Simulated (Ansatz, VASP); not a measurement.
Al in VASP and in Ansatz

```
CELL_PARAMETERS angstrom
-1.63896 1.63896 1.54348
1.63896 -1.63896 1.54348
1.63896 1.63896 -1.54348
ATOMIC_POSITIONS crystal
Al 0.00000 0.00000 0.00000
```

Change from the starting cell: strain +0.030 along x and y, -0.030 along z, atoms carried along.

Alike in both runs: task single point; functional r2SCAN; k mesh 20 × 20 × 20; occupations gaussian, width 0.15 eV; no spin polarisation.

|  | VASP | Ansatz |
| --- | --- | --- |
| version | VASP 6.6.1 | Ansatz 0.2.0 |
| potentials or method | VASP PAW PBE potentials, release 64 (Al), cutoff 520 eV | scalar-relativistic, plane waves, PAW |
| valence electrons in the cell | 3 | 3 |

```csv
,VASP,Ansatz,Ansatz less VASP
gap on the k mesh at the Fermi level (eV),none,none,-
pressure (GPa),-2.1,-1.9,+0.29
"traceless stress, the component that is largest in VASP (GPa)",-1.31,-1.31,+0.004
```

VASP's potentials were made for PBE, not for r2SCAN. A gap of «none» marks a metal or a gap that the smearing closes. The functional is the same, so the differences come from potentials, cutoffs and numerics.
